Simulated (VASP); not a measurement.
The system is Te.

```xyz
3
Lattice="4.4540 0.0000 0.0000 -2.2270 3.8573 0.0000 0.0000 0.0000 5.9240" Properties=species:S:1:pos:R:3 pbc="T T T"
Te    1.6279    2.8197    0.0000
Te   -0.5991    1.0376    3.9493
Te    1.1981    0.0000    1.9747
```

Base run:

- Program: VASP 6.6.1
- Functional: PBE-based screened hybrid with 25 % exact exchange
- Potentials or basis: VASP PAW PBE potentials, release 64 (Te)
- Cutoff: 520 eV
- k mesh: 4 × 4 × 3
- Occupations: fermi-dirac, width 0.05 eV
- Spin: no spin polarisation

Its results: band gap on the k mesh 1.26 eV (least direct gap 1.47 eV); pressure -0.7 GPa; largest force 0.325 eV/Å.

**Question.** The run is repeated on the same cell with these changes: functional from PBE-based screened hybrid with 25 % exact exchange to PBE-based screened hybrid with 35 % exact exchange; share of exact exchange from 0.25 to 0.35. What comes out?

**Answer.** Band gap on the k mesh 1.48 eV (least direct gap 1.69 eV); pressure -1.6 GPa; largest force 0.527 eV/Å.

Caveats: the PAW data sets were made with another functional, which shifts forces and pressure a little; spin-orbit coupling is left out, which moves the levels of the heavy elements; an odd mesh through Γ misses points on the zone boundary, where band edges can lie.
